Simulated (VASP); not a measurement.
RbBr:

```
Rb Br
1.0
     4.12793    0.00000    0.00000
     0.00000    4.12793    0.00000
     0.00000    0.00000    3.98345
Rb Br
1 1
Direct
  0.00000 0.00000 0.00000
  0.50000 0.50000 0.50000
```

This cell differs from its parent crystal: uniaxial z strain -3.5%.

Base run:

- Program: VASP 6.6.1
- Functional: PBE
- Potentials or basis: VASP PAW PBE potentials, release 64 (Rb_sv, Br)
- Cutoff: 520 eV
- k mesh: 6 × 6 × 6
- Occupations: fermi-dirac, width 0.02 eV
- Spin: no spin polarisation

Its results: band gap on the k mesh 4.07 eV, indirect (least direct gap 4.21 eV); pressure 1.5 GPa.

The run is repeated on the same cell with these changes: functional from PBE to r2SCAN; occupations from fermi-dirac, width 0.02 eV to gaussian, width 0.01 eV. What comes out?

Band gap on the k mesh 4.83 eV, indirect (least direct gap 4.97 eV); pressure 0.7 GPa.

Caveats: the PAW data sets were made with another functional, which shifts forces and pressure a little (some runs).

A k mesh can miss the band edges.
